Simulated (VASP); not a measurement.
Wanted: the native input for a VASP 6.6.1 run.

```yaml
Task: electric field gradients
Functional: r2SCAN
Potentials_or_basis: VASP PAW PBE potentials, release 64 (Cd, F)
Cutoff: 520 eV
k_mesh: 8 × 8 × 8
Occupations: gaussian, width 0.05 eV
Spin: no spin polarisation
Dipole_correction: no
Further_INCAR_settings: ALGO = Normal; EDIFF = 1e-08; NBANDS = 20
```

CdF2:

```xyz
3
Lattice="0.0000 2.6941 2.6941 2.6941 0.0000 2.6941 2.6941 2.6941 0.0000" Properties=species:S:1:pos:R:3 pbc="T T T"
Cd    0.0000    0.0000    0.0000
F     1.3470    1.3470    1.3470
F     4.0411    4.0411    4.0411
```

One way to write it, as run:

POSCAR

```
CdF2
1.0
    0.0000000000      2.6940982790      2.6940982790
    2.6940982790      0.0000000000      2.6940982790
    2.6940982790      2.6940982790      0.0000000000
Cd F
1 2
Direct
    0.0000000000      0.0000000000      0.0000000000
    0.2500000000      0.2500000000      0.2500000000
    0.7500000000      0.7500000000      0.7500000000
```

INCAR.step1

```
SYSTEM = CdF2
ALGO = Normal
EDIFF = 1E-4
ENCUT = 520
GGA = PE
ISMEAR = 0
LASPH = .TRUE.
LCHARG = .FALSE.
LREAL = .FALSE.
LWAVE = .TRUE.
NBANDS = 20
NELM = 60
PREC = Accurate
SIGMA = 0.05
```

INCAR.step2

```
SYSTEM = CdF2
ALGO = Normal
EDIFF = 1E-8
ENCUT = 520
ISIF = 2
ISMEAR = 0
ISTART = 1
LASPH = .TRUE.
LCHARG = .FALSE.
LEFG = .TRUE.
LMIXTAU = .TRUE.
LREAL = .FALSE.
LWAVE = .FALSE.
METAGGA = R2SCAN
NBANDS = 20
NELM = 60
PREC = Accurate
SIGMA = 0.05
```

KPOINTS

```
k-points
0
G
  8 8 8
  0 0 0
```

Potentials or basis: VASP PAW PBE potentials, release 64 (Cd, F).

Command:

```console
$ cat potpaw_PBE.64/Cd/POTCAR potpaw_PBE.64/F/POTCAR > POTCAR
$ cp INCAR.step1 INCAR
$ mpirun -np 1 vasp_std > vasp.out
$ cp INCAR.step2 INCAR
$ mpirun -np 1 vasp_std > vasp.out
```

It gave:

```
Pressure                                : 1.0 GPa
Band gap on the k mesh                  : 3.75 eV (least direct gap 4.25 eV)
Largest electric field gradient by atom : under 0.05 V/Å² on every atom
```

Caveat: the PAW data sets were made with another functional, which shifts forces and pressure a little.

Wall time 3.3 min on 1 thread of Oxide Virtual Turin-like Processor, on a shared host, peak memory 0.14 GiB.
